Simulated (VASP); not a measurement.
A run of VASP 6.6.1 is set up as follows.

Contents of INCAR:

```
  ALGO = Normal
  EDIFF = 1E-7
  EDIFFG = -0.01
  ENCUT = 600
  GGA = PS
  IBRION = 2
  ISIF = 3
  ISMEAR = -1
  LASPH = True
  LCHARG = False
  LREAL = False
  LWAVE = False
  NELM = 100
  NSW = 80
  PREC = Accurate
  PSTRESS = 50.0
  SIGMA = 0.05
```

File KPOINTS:

```
k-points
0
Gamma
  9 9 5
```

Contents of POSCAR:

```
Sb
1.0
    3.3545324186      0.0000000000      0.0000000000
   -1.6772662093      2.9051102923      0.0000000000
    0.0000000000      0.0000000000      5.4701606500
Sb
2
Direct
    0.6666666667      0.3333333333      0.7500000000
    0.3333333333      0.6666666667      0.2500000000
```

Potentials or basis: VASP PAW PBE potentials, release 64 (Sb).

Launch:

```bash
$ cat potpaw_PBE.64/Sb/POTCAR > POTCAR
$ mpirun -np 1 vasp_std > vasp.out
```

Q: Predict the space group after relaxing (to 0.05 Å).

A: P6_3/mmc (No. 194).

Q: What does it give for the relaxed volume?

A: 24.41 Å³/atom.

Q: Estimate the relaxed cell.

A: a = 3.258 Å, b = 3.258 Å, c = 5.310 Å, α = 90.00°, β = 90.00°, γ = 120.00°.

Q: Predict the band gap on the k mesh.

A: Zero (band 5 reaches 14.37 eV, above the bottom of band 6 at 6.61 eV).

Stress tensor (GPa, compression positive):
```
4.93 0.00 0.00
0.00 4.93 0.00
0.00 0.00 5.01
```

Caveat: the cell is relaxed towards a set pressure, so the enthalpy falls and the energy may rise; the PAW data sets were made with another functional, which shifts forces and pressure a little; spin-orbit coupling is left out, which moves the levels of the heavy elements.
